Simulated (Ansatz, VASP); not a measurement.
**One calculation of Ga3O2, two programs**

```
Ga O
1.0
     3.08820    0.00000    0.00000
    -1.54410    2.67446    0.00000
     0.00000    0.00000    9.03254
Ga O
3 2
Direct
  0.00000 0.00000 0.00000
  0.33333 0.66667 0.74749
  0.66667 0.33333 0.25251
  0.33333 0.66667 0.33538
  0.66667 0.33333 0.66462
```

Alike in both runs: functional PBE; k mesh 12 × 12 × 4; occupations gaussian, width 0.1 eV; no spin polarisation.

Ansatz relaxed the structure, and its values are those at the end. VASP's run is a single point on that final structure, the one shown.

|  | VASP | Ansatz |
| --- | --- | --- |
| version | VASP 6.6.1 | Ansatz 0.2.0 |
| potentials or method | VASP PAW PBE potentials, release 64 (Ga_d, O), cutoff 520 eV | scalar-relativistic, plane waves, PAW |
| valence electrons in the cell | 51 | 51 |

Ansatz gave:

- gap on the k mesh at the Fermi level (eV): none
- pressure (GPa): 0.0
- rms of the force components (eV/Å): 0.002

Task: What did VASP give for the same quantities?

Result: gap on the k mesh at the Fermi level (eV): none; pressure (GPa): 0.4; rms of the force components (eV/Å): 0.019.

A gap of «none» marks a metal or a gap that the smearing closes. The functional is the same, so the differences come from potentials, cutoffs and numerics.
